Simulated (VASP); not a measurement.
# ZnBi3 (Pmm2) in VASP: single point with PBEsol

Aim: the single point of ZnBi3 with PBEsol.

Program: VASP 6.6.1. These are calculated values, not measurements. Logs are shortened: lines on timing, memory, paths and dates and some standing lists are left out, and cuts for length are marked.

## (1) The cell of the first run

It takes space group Pmm2 (No. 25, orthorhombic). The conventional cell has a = 4.528 Å, b = 5.010 Å, c = 4.923 Å, α = 90.00°, β = 90.00°, γ = 90.00°. Zn (site symmetry mm2) has 12 Bi at 3.26 to 3.60 Å within 4.3 Å. Bi (site symmetry mm2) has 10 Bi at 3.34 to 4.53 Å and 4 Zn at 3.42 to 3.60 Å within 4.6 Å. Within 4.3 Å of Bi (site symmetry mm2) lie 4 Zn at 3.26 to 3.43 Å and 8 Bi at 3.35 to 3.69 Å. Within 4.6 Å of Bi (site symmetry mm2) lie 10 Bi at 3.34 to 4.53 Å and 4 Zn at 3.38 Å.

## (2) Single point, PBEsol (strained and its atoms moved)

Input file INCAR:

```
SYSTEM = ZnBi3
ALGO = Fast ; EDIFF = 1E-7
ENCUT = 520 ; GGA = PS
ISIF = 2 ; ISMEAR = 0
LASPH = .TRUE. ; LCHARG = .TRUE.
LELF = .TRUE. ; LREAL = .FALSE.
LVHAR = .TRUE. ; LWAVE = .FALSE.
NBANDS = 36 ; NELM = 100
PREC = Accurate ; SIGMA = 0.1
```

Input file KPOINTS:

```
k-points
0
G
  8 8 8
  0 0 0
```

Input file POSCAR:

```
ZnBi3
1.0
    4.5278028673      0.0000000000      0.0000000000
    0.0000000000      5.0100999084      0.0000000000
    0.0000000000      0.0000000000      4.9226753462
Zn Bi
1 3
Direct
    0.0000000000      0.0000000000      0.0069983371
    0.0000000000      0.5000000000      0.4812876782
    0.5000000000      0.0000000000      0.5305210884
    0.5000000000      0.5000000000     -0.0188071038
```

Potentials or basis: VASP PAW PBE potentials, release 64 (Zn, Bi_d).

On the command line:

```
cat potpaw_PBE.64/Zn/POTCAR potpaw_PBE.64/Bi_d/POTCAR > POTCAR
mpirun -np 1 vasp_std > vasp.out
```

OUTCAR:

```text
SYSTEM = ZnBi3
   EDIFF = 1E-7
   ENCUT = 520
   GGA = PS
   ISIF = 2
   ISMEAR = 0
   LASPH = .TRUE.
   LREAL = .FALSE.
   NELM = 100
   PREC = Accurate

 ion  position               nearest neighbor table
   1  0.000  0.000  0.007-   3 3.26   3 3.26   4 3.38   4 3.38   4 3.38   4 3.38   2 3.42   2 3.42
                             3 3.43   3 3.43
   2  0.000  0.500  0.481-   4 3.34   4 3.34   4 3.34   4 3.34   3 3.39   3 3.39   3 3.39   3 3.39
                             1 3.42   1 3.42
   3  0.500  0.000  0.531-   1 3.26   1 3.26   4 3.35   4 3.35   2 3.39   2 3.39   2 3.39   2 3.39
                             1 3.43   1 3.43   4 3.69   4 3.69
   4  0.500  0.500  0.981-   2 3.34   2 3.34   2 3.34   2 3.34   3 3.35   3 3.35   1 3.38   1 3.38
                             1 3.38   1 3.38   3 3.69   3 3.69

  LATTYP: Found a simple orthorhombic cell.
 ALAT       =     4.5278028673
 B/A-ratio  =     1.0872106164
 C/A-ratio  =     1.1065190017

  Lattice vectors:

 A1 = (  -4.5278028673,   0.0000000000,   0.0000000000)
 A2 = (   0.0000000000,   0.0000000000,   4.9226753462)
 A3 = (   0.0000000000,   5.0100999084,   0.0000000000)

Analysis of symmetry for initial positions (statically):
=====================================================================
 Subroutine PRICEL returns:
 Original cell was already a primitive cell.

 Routine SETGRP: Setting up the symmetry group for a
 simple orthorhombic supercell.

 Subroutine GETGRP returns: Found  4 space group operations
 (whereof  4 operations were pure point group operations)
 out of a pool of  8 trial point group operations.

The static configuration has the point symmetry C_2v.

Analysis of symmetry for dynamics (positions and initial velocities):
=====================================================================
 Subroutine PRICEL returns:
 Original cell was already a primitive cell.

 Routine SETGRP: Setting up the symmetry group for a
 simple orthorhombic supercell.

 Subroutine GETGRP returns: Found  4 space group operations
 (whereof  4 operations were pure point group operations)
 out of a pool of  8 trial point group operations.

The dynamic configuration has the point symmetry C_2v.

 Subroutine INISYM returns: Found  4 space group operations
 (whereof  4 operations are pure point group operations),
 and found     1 'primitive' translations

----------------------------------------------------------------------------------------

                                     Primitive cell

  volume of cell :     111.6696

  direct lattice vectors                    reciprocal lattice vectors
     4.527802867  0.000000000  0.000000000     0.220857672  0.000000000  0.000000000
     0.000000000  5.010099908  0.000000000     0.000000000  0.199596818  0.000000000
     0.000000000  0.000000000  4.922675346     0.000000000  0.000000000  0.203141570

  length of vectors
     4.527802867  5.010099908  4.922675346     0.220857672  0.199596818  0.203141570

  position of ions in fractional coordinates (direct lattice)
     0.000000000  0.000000000  0.006998337
     0.000000000  0.500000000  0.481287678
     0.500000000  0.000000000  0.530521088
     0.500000000  0.500000000  0.981192896

  ion indices of the primitive-cell ions
   primitive index   ion index
                 1           1
                 2           2
                 3           3
                 4           4

----------------------------------------------------------------------------------------

 KPOINTS: k-points

Automatic generation of k-mesh.
 Grid dimensions read from file:
 generate k-points for:    8    8    8

 Generating k-lattice:

  Cartesian coordinates                     Fractional coordinates (reciprocal lattice)
     0.027607209  0.000000000  0.000000000     0.125000000  0.000000000  0.000000000
     0.000000000  0.024949602  0.000000000     0.000000000  0.125000000  0.000000000
     0.000000000  0.000000000  0.025392696     0.000000000  0.000000000  0.125000000

  Length of vectors
     0.027607209  0.024949602  0.025392696

  Shift w.r.t. Gamma in fractional coordinates (k-lattice)
     0.000000000  0.000000000  0.000000000

 Subroutine IBZKPT returns following result:
 ===========================================

 Found    125 irreducible k-points:

 Following reciprocal coordinates:
            Coordinates               Weight
  0.000000  0.000000  0.000000      1.000000
  0.125000  0.000000  0.000000      2.000000
  0.250000  0.000000  0.000000      2.000000
  0.375000  0.000000  0.000000      2.000000
  0.500000  0.000000  0.000000      1.000000
  0.000000  0.125000  0.000000      2.000000
[... 16 lines left out ...]
  0.250000  0.500000  0.000000      2.000000
  0.375000  0.500000  0.000000      2.000000
 [... further k-points ...]
   k-points           NKPTS =    125   k-points in BZ     NKDIM =    125   number of bands    NBANDS=     36
   number of dos      NEDOS =    301   number of ions     NIONS =      4
   total plane-waves  NPLWV =  57600
   dimension x,y,z NGX =    36 NGY =   40 NGZ =   40
   dimension x,y,z NGXF=    72 NGYF=   80 NGZF=   80
   ions per type =               1   3
   NGX,Y,Z   is equivalent  to a cutoff of  13.22, 13.27, 13.51 a.u.
   NGXF,Y,Z  is equivalent  to a cutoff of  26.44, 26.55, 27.02 a.u.
 SYSTEM =  ZnBi3
   PREC   = accura    normal or accurate (medium, high low for compatibility)
   ISTART =      0    job   : 0-new  1-cont  2-samecut
   ICHARG =      2    charge: 1-file 2-atom 10-const
   ISPIN  =      1    spin polarized calculation?
   LNONCOLLINEAR =      F non collinear calculations
   LSORBIT =      F    spin-orbit coupling
   LASPH  =      T    aspherical Exc in radial PAW
   ENCUT  =  520.0 eV  38.22 Ry    6.18 a.u.   8.42  9.32  9.15*2*pi/ulx,y,z
   NELM   =    100;   NELMIN=  2; NELMDL= -5     # of ELM steps
   EDIFF  = 0.1E-06   stopping-criterion for ELM
   LREAL  =      F    real-space projection
   EDIFFG = 0.1E-05   stopping-criterion for IOM
   NSW    =      0    number of steps for IOM
   IBRION =     -1    ionic relax: 0-MD 1-quasi-New 2-CG
   NFREE  =      0    steps in history (QN), initial steepest desc. (CG)
   ISIF   =      2    stress and relaxation
   ISYM   =      2    0-nonsym 1-usesym 2-fastsym
   POTIM  = 0.5000    time-step for ionic-motion
   TEBEG  =    0.0;   TEEND  =   0.0 temperature during run
   PSTRESS=    0.0 pullay stress
   NELECT =      57.0000    total number of electrons
   NUPDOWN=      -1.0000    fix difference up-down
   EMIN   =  10.00;   EMAX   =-10.00  energy-range for DOS
   EFERMI =   0.00;   METHOD = LEGACY
   ISMEAR =     0;   SIGMA  =   0.10  broadening in eV -4-tet -1-fermi 0-gaus
   EFERMI_NEDOS =   21; number of points for ismear=-14 and -15
   IALGO  =     68    algorithm
   IMIX   =      4    mixing-type and parameters
     AMIX     =   0.40;   BMIX     =  1.00
     AMIX_MAG =   1.60;   BMIX_MAG =  1.00
  volume/ion in A,a.u.               =      27.92       188.40
  Fermi-wavevector in a.u.,A,eV,Ry     =   1.308342  2.472409 23.289907  1.711760
  Thomas-Fermi vector in A             =   2.439016
   LORBIT       =      0    0 simple, 1 ext, 2 COOP (PROOUT), +10 PAW based schemes
   GGA     = PS    functional components
   LHFCALC =     F    Hartree Fock is set to
   AEXX    =    0.0000 exact exchange contribution
   IVDW    =     0    specifies the selected vdW correction
   LEPSILON=     F    determine dielectric tensor
   LRPA    =     F    only Hartree local field effects (RPA)
 non-spin polarized calculation
 RMM-DIIS sequential band-by-band and
 Gauss-broadening in eV      SIGMA  =   0.10
  energy-cutoff  :      520.00
  volume of cell :      111.67
 maximum number of plane-waves:      3045
 NGX is ok and might be reduce to    36
   NGX = 17   NGY = 19   NGZ = 19

 number of electron      57.0000045 magnetization

 Free energy of the ion-electron system (eV)
  ---------------------------------------------------
  ext. energy  EPLUGINS =         0.00000000
  ---------------------------------------------------
  free energy    TOTEN  =       -13.72530963 eV

  energy without entropy =      -13.71365248  energy(sigma->0) =      -13.71948106

 E-fermi :   6.7495     XC(G=0): -10.4760

 val. band max:        6.7425407108   @ k =   0.1250   0.3750   0.5000
 cond. band min:       6.7540790044   @ k =   0.2500   0.1250   0.3750
 fundamental gap:      0.0115382936
 Fermi energy:         6.7495085365

 k-point     1 :       0.0000    0.0000    0.0000
  band No.  band energies     occupation
      1     -16.2546      2.00000
      2     -16.2368      2.00000
      3     -16.2308      2.00000
      4     -16.2090      2.00000
      5     -16.1466      2.00000
      6     -16.1345      2.00000
[... 28 lines left out ...]
     35      12.3152      0.00000
     36      12.4875      0.00000

 k-point     2 :       0.1250    0.0000    0.0000
  band No.  band energies     occupation
      1     -16.2429      2.00000
      2     -16.2320      2.00000
      3     -16.2237      2.00000
      4     -16.2020      2.00000
      5     -16.1435      2.00000
      6     -16.1296      2.00000
[... 28 lines left out ...]
     35      12.5065      0.00000
     36      13.0678      0.00000

 k-point     3 :       0.2500    0.0000    0.0000
  band No.  band energies     occupation
      1     -16.2265      2.00000
      2     -16.2098      2.00000
      3     -16.1962      2.00000
      4     -16.1834      2.00000
      5     -16.1382      2.00000
      6     -16.1128      2.00000
[... 28 lines left out ...]
     35      12.6550      0.00000
     36      12.6834      0.00000

 k-point     4 :       0.3750    0.0000    0.0000
  band No.  band energies     occupation
      1     -16.2214      2.00000
      2     -16.1673      2.00000
      3     -16.1561      2.00000
      4     -16.1558      2.00000
      5     -16.1329      2.00000
      6     -16.0910      2.00000
[... 28 lines left out ...]
     35      11.7209      0.00000
     36      11.7823      0.00000

 k-point     5 :       0.5000    0.0000    0.0000
  band No.  band energies     occupation
      1     -16.2192      2.00000
      2     -16.1552      2.00000
      3     -16.1291      2.00000
      4     -16.1287      2.00000
      5     -16.1215      2.00000
      6     -16.0790      2.00000
[... 655 lines left out ...]
 k-point    22 :       0.1250    0.5000    0.0000
  band No.  band energies     occupation
      1     -16.2406      2.00000
      2     -16.1527      2.00000
      3     -16.1463      2.00000
      4     -16.1457      2.00000
      5     -16.1176      2.00000
      6     -16.1166      2.00000
[... 28 lines left out ...]
     35      11.4779      0.00000
     36      11.7746      0.00000

 k-point    23 :       0.2500    0.5000    0.0000
  band No.  band energies     occupation
      1     -16.2096      2.00000
      2     -16.1567      2.00000
      3     -16.1537      2.00000
      4     -16.1334      2.00000
      5     -16.1270      2.00000
      6     -16.1211      2.00000
[... 28 lines left out ...]
     35      11.2847      0.00000
     36      11.7470      0.00000

 k-point    24 :       0.3750    0.5000    0.0000
  band No.  band energies     occupation
      1     -16.1740      2.00000
      2     -16.1645      2.00000
      3     -16.1566      2.00000
      4     -16.1270      2.00000
      5     -16.1247      2.00000
      6     -16.1099      2.00000
[... 28 lines left out ...]
     35      12.2670      0.00000
     36      12.4292      0.00000

 [... further k-points ...]

------------------------ aborting loop because EDIFF is reached ----------------------------------------

  FORCE on cell =-STRESS in cart. coord.  units (eV):
  Direction    XX          YY          ZZ          XY          YZ          ZX
  --------------------------------------------------------------------------------------
  -------------------------------------------------------------------------------------
  Total       -0.3135370     -0.5791676     -0.5556838      0.0000000      0.0000000      0.0000000
  in kB       -4.4984650     -8.3095926     -7.9726604      0.0000000      0.0000000      0.0000000
  external PRESSURE =      -6.9269060 kB  Pullay stress =       0.0000000 kB

 VOLUME and BASIS-vectors are now :
 -----------------------------------------------------------------------------
  energy-cutoff  :      520.00
  volume of cell :      111.67
      direct lattice vectors                 reciprocal lattice vectors
     4.527802867  0.000000000  0.000000000     0.220857672  0.000000000  0.000000000
     0.000000000  5.010099908  0.000000000     0.000000000  0.199596818  0.000000000
     0.000000000  0.000000000  4.922675346     0.000000000  0.000000000  0.203141570

 POSITION                                       TOTAL-FORCE (eV/Angst)
 -----------------------------------------------------------------------------------
      0.00000      0.00000      0.03445         0.000000      0.000000      0.048689
      0.00000      2.50505      2.36922         0.000000      0.000000     -0.229386
      2.26390      0.00000      2.61158         0.000000      0.000000      0.005573
      2.26390      2.50505      4.83009         0.000000      0.000000      0.175123
 -----------------------------------------------------------------------------------
    total drift:                                0.000000      0.000000      0.000343

  FREE ENERGIE OF THE ION-ELECTRON SYSTEM (eV)
  ---------------------------------------------------
  free  energy   TOTEN  =       -13.7253096342 eV

  energy  without entropy=      -13.7136524845  energy(sigma->0) =      -13.71948106
```

Wall time 17 min (1 thread of Intel Xeon 8259CL, shared host); peak memory 0.54 GiB.

Results:

* Free energy: -13.7253 eV
* Pressure: -0.7 GPa
* Largest force: 0.229 eV/Å
* Band gap on the k mesh: zero (an odd number of electrons rules out a gap without spin polarisation)

Forces on the atoms (eV/Å):
```
Zn   0.000  0.000  0.049
Bi   0.000  0.000 -0.229
Bi   0.000  0.000  0.006
Bi   0.000  0.000  0.175
```

Stress tensor (GPa, compression positive):
```
-0.45  0.00  0.00
 0.00 -0.83  0.00
 0.00  0.00 -0.80
```

Levels at points of the mesh, in eV from the Fermi level:
```csv
k point,band 26,band 27,band 28,band 29,band 30,band 31,band 32,band 33
"(0.00, 0.00, 0.00)",-3.47,-2.32,0.63,0.77,1.10,2.47,2.50,2.66
"(0.50, 0.00, 0.00)",-2.48,-1.55,-1.51,-0.90,-0.79,2.12,2.41,2.99
"(0.00, 0.50, 0.00)",-2.26,-1.84,-1.00,-0.24,-0.03,2.21,2.65,2.90
"(0.50, 0.50, 0.00)",-1.59,-1.57,-1.07,-0.77,-0.42,0.20,1.96,3.97
"(0.00, 0.00, 0.50)",-2.15,-1.77,-0.96,-0.41,-0.32,2.50,2.72,2.83
"(0.50, 0.00, 0.50)",-1.67,-1.55,-1.49,-0.82,-0.34,-0.06,1.99,4.21
"(0.00, 0.50, 0.50)",-0.84,-0.81,-0.61,-0.28,-0.26,1.17,2.75,3.17
"(0.50, 0.50, 0.50)",-4.58,-4.36,-3.10,3.40,3.86,4.39,4.63,4.68
```

Caveat: the cell differs from its parent crystal (strained and its atoms moved); the PAW data sets were made with another functional, which shifts forces and pressure a little; spin-orbit coupling is left out, which moves the levels of the heavy elements.
